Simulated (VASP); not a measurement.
Wanted: the native input for a VASP 6.6.1 run.

| Property | Result |
| --- | --- |
| Task | single point |
| Functional | PBEsol |
| Potentials or basis | VASP PAW PBE potentials, release 64 (Al, Co) |
| Cutoff | 520 eV |
| k mesh | 22 × 22 × 22 |
| Occupations | gaussian, width 0.15 eV |
| Spin | no spin polarisation |
| Dipole correction | no |
| Further INCAR settings | ALGO = Fast; EDIFF = 1e-06; NBANDS = 13 |

The structure of AlCo lies in POSCAR:

```
AlCo
1.0
    2.7520208976      0.0000000000      0.0000000000
    0.0000000000      2.7520208976      0.0000000000
    0.0000000000      0.0000000000      2.8225855360
Al Co
1 1
Direct
    0.0000000000      0.0000000000      0.0000000000
    0.5000000000      0.5000000000      0.5000000000
```

This cell differs from its parent crystal: strain -0.025 along x and y, +0.000 along z.

One way to write it, as run:

INCAR

```
SYSTEM = AlCo
ALGO = Fast ; EDIFF = 1E-6
ENCUT = 520 ; GGA = PS
ISIF = 2 ; ISMEAR = 0
LASPH = .TRUE. ; LCHARG = .FALSE.
LREAL = .FALSE. ; LWAVE = .FALSE.
NBANDS = 13 ; NELM = 100
PREC = Accurate ; SIGMA = 0.15
```

KPOINTS

```
k-points
0
G
  22 22 22
  0 0 0
```

Potentials or basis: VASP PAW PBE potentials, release 64 (Al, Co).

Command:

```sh
$ cat potpaw_PBE.64/Al/POTCAR potpaw_PBE.64/Co/POTCAR > POTCAR
$ mpirun -np 1 vasp_std > vasp.out
```

Results of the run:

* Pressure: 10.5 GPa
* Band gap on the k mesh: zero (bands 6 and 7 overlap by 2.61 eV)

Caveat: the cell differs from its parent crystal (strain -0.025 along x and y, +0.000 along z); the cell stands under pressure; the PAW data sets were made with another functional, which shifts forces and pressure a little; the run has no spin polarisation, though such a crystal can be magnetic.

It took 4.1 min on 1 thread of Intel Xeon 8259CL, on a shared host, peak memory 0.37 GiB.
